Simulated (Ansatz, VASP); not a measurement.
## K3W2: VASP beside Ansatz

```
K W
1.0
     5.26000    0.00000    0.00000
    -2.63000    4.55529    0.00000
     0.00000    0.00000    6.20534
K W
3 2
Direct
  0.50000 0.00000 0.59489
  0.00000 0.50000 0.59489
  0.50000 0.50000 0.59489
  0.66667 0.33333 0.09486
  0.33333 0.66667 0.09486
```

Alike in both runs: functional PBE; k mesh 3 × 3 × 2; occupations gaussian, width 0.1 eV; no spin polarisation.

Ansatz relaxed the structure, and its values are those at the end. VASP's run is a single point on that final structure, the one shown.

|  | VASP | Ansatz |
| --- | --- | --- |
| version | VASP 6.6.1 | Ansatz 0.2.0 |
| potentials or method | VASP PAW PBE potentials, release 64 (K_sv, W_sv), cutoff 520 eV | scalar-relativistic, plane waves, PAW |
| valence electrons in the cell | 55 | 55 |

VASP gave:

* gap on the k mesh at the Fermi level (eV): none
* pressure (GPa): 0.4

Q: Which values does Ansatz return?

A: gap on the k mesh at the Fermi level (eV): none; pressure (GPa): 0.1.

A gap of «none» marks a metal or a gap that the smearing closes.

The k mesh is coarse, so the values compare programs but aren't converged. Spin-orbit coupling is off throughout.
